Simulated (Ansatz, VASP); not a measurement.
**Ba: VASP beside Ansatz**

```xyz
1
Lattice="3.7037 0.0000 0.0000 0.0000 3.7037 0.0000 0.0000 0.0000 3.7037" Properties=species:S:1:pos:R:3 pbc="T T T"
Ba    0.0000    0.0000    0.0000
```

Alike in both runs: task single point; functional PBEsol; k mesh 9 × 9 × 9; occupations fermi-dirac, width 0.1 eV; no spin polarisation.

|  | VASP | Ansatz |
| --- | --- | --- |
| version | VASP 6.6.1 | Ansatz 0.2.0 |
| potentials or method | VASP PAW PBE potentials, release 64 (Ba_sv), cutoff 520 eV | plane waves (420 eV) with PAW, scalar-relativistic |
| valence electrons in the cell | 10 | 10 |

Ansatz gave:

```
pressure (GPa) : 0.8
```

Problem. Estimate VASP's values.

Solution. Pressure (GPa): 1.2.

VASP's potentials were made for PBE, not for PBEsol, and Ansatz warns of the same on its side.

Spin-orbit coupling is off throughout.
